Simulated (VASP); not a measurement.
# ZnSe (P4/nmm) in VASP: single point with PBEsol

Aim: the single point of ZnSe with PBEsol.

Program: VASP 6.6.1. These are calculated values, not measurements. Logs are shortened: lines on timing, memory, paths and dates and some standing lists are left out, and cuts for length are marked.

## 1. The cell of the first run

It takes space group P4/nmm (No. 129, tetragonal). Conventional cell: a = 4.127 Å, b = 4.127 Å, c = 5.667 Å, α = 90.00°, β = 90.00°, γ = 90.00°. Zn (site symmetry -4m2) has 4 Se at 2.56 Å and 4 Zn at 2.92 Å within 3.4 Å. Within 3.4 Å of Se (site symmetry 4mm) lie 4 Zn at 2.56 Å.

## 2. Single point, PBEsol

Input file INCAR:

```
SYSTEM = ZnSe
ALGO = Normal
EDIFF = 1E-6
ENCUT = 500
GGA = PS
GGA_COMPAT = .False.
ISIF = 2
ISMEAR = 0
LASPH = .True.
LCHARG = .False.
LREAL = .False.
LWAVE = .False.
NBANDS = 26
NELM = 120
PREC = Accurate
SIGMA = 0.05
```

Input file KPOINTS:

```
k-points
0
Gamma
  8 8 6
  0 0 0
```

Input file POSCAR:

```
ZnSe
1.0
    4.1267681125      0.0000000000      0.0000000000
    0.0000000000      4.1267681125      0.0000000000
    0.0000000000      0.0000000000      5.6668557270
Zn Se
2 2
Direct
    0.0000000000      0.0000000000      0.0000000000
    0.5000000000      0.5000000000      0.0000000000
    0.0000000000      0.5000000000      0.2681677028
    0.5000000000      0.0000000000      0.7318322972
```

Potentials or basis: VASP PAW PBE potentials, release 64 (Zn, Se).

Started as:

```
cat potpaw_PBE.64/Zn/POTCAR potpaw_PBE.64/Se/POTCAR > POTCAR
mpirun -np 1 vasp_std > vasp.out
```

OUTCAR:

```text
SYSTEM = ZnSe
   EDIFF = 1E-6
   ENCUT = 500
   GGA = PS
   ISIF = 2
   ISMEAR = 0
   LASPH = .True.
   LREAL = .False.
   NELM = 120
   PREC = Accurate

 ion  position               nearest neighbor table
   1  0.000  0.000  0.000-   3 2.56   4 2.56   3 2.56   4 2.56   2 2.92   2 2.92   2 2.92   2 2.92

   2  0.500  0.500  0.000-   3 2.56   4 2.56   4 2.56   3 2.56   1 2.92   1 2.92   1 2.92   1 2.92

   3  0.000  0.500  0.268-   1 2.56   2 2.56   1 2.56   2 2.56
   4  0.500  0.000  0.732-   1 2.56   2 2.56   2 2.56   1 2.56

  LATTYP: Found a simple tetragonal cell.
 ALAT       =     4.1267681125
 C/A-ratio  =     1.3731946096

  Lattice vectors:

 A1 = (   4.1267681125,   0.0000000000,   0.0000000000)
 A2 = (   0.0000000000,   4.1267681125,   0.0000000000)
 A3 = (   0.0000000000,   0.0000000000,   5.6668557270)

Analysis of symmetry for initial positions (statically):
=====================================================================
 Subroutine PRICEL returns:
 Original cell was already a primitive cell.

 Routine SETGRP: Setting up the symmetry group for a
 simple tetragonal supercell.

 Subroutine GETGRP returns: Found 16 space group operations
 (whereof  8 operations were pure point group operations)
 out of a pool of 16 trial point group operations.

The static configuration has the point symmetry D_2d.
 The point group associated with its full space group is D_4h.

Analysis of symmetry for dynamics (positions and initial velocities):
=====================================================================
 Subroutine PRICEL returns:
 Original cell was already a primitive cell.

 Routine SETGRP: Setting up the symmetry group for a
 simple tetragonal supercell.

 Subroutine GETGRP returns: Found 16 space group operations
 (whereof  8 operations were pure point group operations)
 out of a pool of 16 trial point group operations.

The dynamic configuration has the point symmetry D_2d.
 The point group associated with its full space group is D_4h.

 Subroutine INISYM returns: Found 16 space group operations
 (whereof  8 operations are pure point group operations),
 and found     1 'primitive' translations

----------------------------------------------------------------------------------------

                                     Primitive cell

[... 91 lines left out ...]
   LASPH  =      T    aspherical Exc in radial PAW
   ENCUT  =  500.0 eV  36.75 Ry    6.06 a.u.   7.52  7.52 10.33*2*pi/ulx,y,z
   NELM   =    120;   NELMIN=  2; NELMDL= -5     # of ELM steps
   EDIFF  = 0.1E-05   stopping-criterion for ELM
   LREAL  =      F    real-space projection
   EDIFFG = 0.1E-04   stopping-criterion for IOM
   NSW    =      0    number of steps for IOM
   IBRION =     -1    ionic relax: 0-MD 1-quasi-New 2-CG
   NFREE  =      0    steps in history (QN), initial steepest desc. (CG)
   ISIF   =      2    stress and relaxation
   ISYM   =      2    0-nonsym 1-usesym 2-fastsym
   POTIM  = 0.5000    time-step for ionic-motion
   TEBEG  =    0.0;   TEEND  =   0.0 temperature during run
   PSTRESS=    0.0 pullay stress
   NELECT =      36.0000    total number of electrons
   NUPDOWN=      -1.0000    fix difference up-down
   EMIN   =  10.00;   EMAX   =-10.00  energy-range for DOS
   EFERMI =   0.00;   METHOD = LEGACY
   ISMEAR =     0;   SIGMA  =   0.05  broadening in eV -4-tet -1-fermi 0-gaus
   EFERMI_NEDOS =   21; number of points for ismear=-14 and -15
   IALGO  =     38    algorithm
   IMIX   =      4    mixing-type and parameters
     AMIX     =   0.40;   BMIX     =  1.00
     AMIX_MAG =   1.60;   BMIX_MAG =  1.00
  volume/ion in A,a.u.               =      24.13       162.82
  Fermi-wavevector in a.u.,A,eV,Ry     =   1.178478  2.227001 18.895920  1.388811
  Thomas-Fermi vector in A             =   2.314806
   LORBIT       =      0    0 simple, 1 ext, 2 COOP (PROOUT), +10 PAW based schemes
   GGA     = PS    functional components
   LHFCALC =     F    Hartree Fock is set to
   AEXX    =    0.0000 exact exchange contribution
   IVDW    =     0    specifies the selected vdW correction
   LEPSILON=     F    determine dielectric tensor
   LRPA    =     F    only Hartree local field effects (RPA)
 non-spin polarized calculation
 Gauss-broadening in eV      SIGMA  =   0.05
  energy-cutoff  :      500.00
  volume of cell :       96.51
 maximum number of plane-waves:      2500
   NGX = 15   NGY = 15   NGZ = 21

 number of electron      35.9999961 magnetization

 Free energy of the ion-electron system (eV)
  ---------------------------------------------------
  ext. energy  EPLUGINS =         0.00000000
  ---------------------------------------------------
  free energy    TOTEN  =       -12.81159158 eV

  energy without entropy =      -12.81159158  energy(sigma->0) =      -12.81159158

 E-fermi :   1.2309     XC(G=0):  -9.2454

 val. band max:        1.0216623470   @ k =   0.0000   0.0000   0.0000
 cond. band min:       2.6083586629   @ k =   0.0000   0.0000   0.0000
 fundamental gap:      1.5866963158
 Fermi energy:         1.2308524040

 k-point     1 :       0.0000    0.0000    0.0000
  band No.  band energies     occupation
      1     -11.9639      2.00000
      2     -10.9346      2.00000
      3      -5.7603      2.00000
      4      -5.7437      2.00000
      5      -5.6469      2.00000
      6      -5.6469      2.00000
[... 685 lines left out ...]
     25       9.6633      0.00000
     26       9.6633      0.00000

 [... further k-points ...]

------------------------ aborting loop because EDIFF is reached ----------------------------------------

  FORCE on cell =-STRESS in cart. coord.  units (eV):
  Direction    XX          YY          ZZ          XY          YZ          ZX
  --------------------------------------------------------------------------------------
  -------------------------------------------------------------------------------------
  Total       -2.3564137     -2.3564137     -2.1642316      0.0000000      0.0000000      0.0000000
  in kB      -39.1200891    -39.1200891    -35.9295701      0.0000000      0.0000000      0.0000000
  external PRESSURE =     -38.0565828 kB  Pullay stress =       0.0000000 kB

 VOLUME and BASIS-vectors are now :
 -----------------------------------------------------------------------------
  energy-cutoff  :      500.00
  volume of cell :       96.51
      direct lattice vectors                 reciprocal lattice vectors
     4.126768112  0.000000000  0.000000000     0.242320376  0.000000000  0.000000000
     0.000000000  4.126768112  0.000000000     0.000000000  0.242320376  0.000000000
     0.000000000  0.000000000  5.666855727     0.000000000  0.000000000  0.176464701

 POSITION                                       TOTAL-FORCE (eV/Angst)
 -----------------------------------------------------------------------------------
      0.00000      0.00000      0.00000         0.000000      0.000000      0.000000
      2.06338      2.06338      0.00000        -0.000000     -0.000000      0.000000
      0.00000      2.06338      1.51967         0.000000      0.000000     -0.634952
      2.06338      0.00000      4.14719         0.000000     -0.000000      0.634952
 -----------------------------------------------------------------------------------
    total drift:                                0.000000      0.000000     -0.000000

  FREE ENERGIE OF THE ION-ELECTRON SYSTEM (eV)
  ---------------------------------------------------
  free  energy   TOTEN  =       -12.8115915821 eV

  energy  without entropy=      -12.8115915820  energy(sigma->0) =      -12.81159158
```

Wall time 1.8 min (1 thread of Intel Xeon 6975P-C, shared host); peak memory 0.26 GiB.

Results:

| Item | Value |
| --- | --- |
| Free energy | -12.8116 eV |
| Pressure | -3.8 GPa |
| Largest force | 0.635 eV/Å |
| Band gap on the k mesh | 1.59 eV, direct |

Forces on the atoms (eV/Å):
```
Zn   0.000  0.000  0.000
Zn   0.000  0.000  0.000
Se   0.000  0.000 -0.635
Se   0.000  0.000  0.635
```

Caveat: the PAW data sets were made with another functional, which shifts forces and pressure a little. A k mesh can miss the band edges.
